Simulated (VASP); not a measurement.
## Na: relaxation of cell and atoms with r2SCAN

Na:

```
Na
1.0
    -2.10638    2.10638    2.10638
     2.10638   -2.10638    2.10638
     2.10638    2.10638   -2.10638
Na
1
Direct
  0.00000 0.00000 0.00000
```

* Program: VASP 6.6.1
* Task: relaxation of cell and atoms
* Functional: r2SCAN
* Potentials or basis: VASP PAW PBE potentials, release 64 (Na_pv)
* Cutoff: 600 eV
* k mesh: 14 × 14 × 14
* Occupations: gaussian, width 0.1 eV
* Spin: no spin polarisation
* Dipole correction: no
* Further INCAR settings: ALGO = Normal; EDIFF = 1e-06; IBRION = 2; EDIFFG = -0.01; NSW = 80; ISIF = 3

```
Relaxed volume                        : 37.68 Å³/atom
Relaxed cell                          : a = 3.658 Å, b = 3.658 Å, c = 3.658 Å, α = 109.47°, β = 109.47°, γ = 109.47°
Space group after relaxing (to 0.1 Å) : Im-3m (No. 229)
Energy gained by relaxing             : 0.0 meV/atom
Ionic steps                           : 3
Pressure after relaxing               : 0.0 GPa
Band gap on the k mesh                : zero (an odd number of electrons rules out a gap without spin polarisation)
```

Final structure:
```
Na
1.0
    -2.11191    2.11191    2.11191
     2.11191   -2.11191    2.11191
     2.11191    2.11191   -2.11191
Na
1
Direct
  0.00000 0.00000 0.00000
```

Levels at points of the mesh, in eV from the Fermi level:
```csv
k point,band 1,band 2,band 3,band 4,band 5,band 6,band 7
"(0.00, 0.00, 0.00)",-26.00,-26.00,-26.00,-3.43,12.34,12.34,12.34
"(0.50, 0.00, 0.00)",-26.03,-26.01,-26.00,0.75,1.44,8.62,9.94
"(0.50, 0.50, 0.50)",-26.02,-26.02,-26.02,4.70,4.70,5.27,5.27
```

It took 2.6 min on 1 thread of Intel(R) Xeon(R) 6975P-C (Granite Rapids) (shared host), peak memory 0.17 GiB.

Caveat: the PAW data sets were made with another functional, which shifts forces and pressure a little.
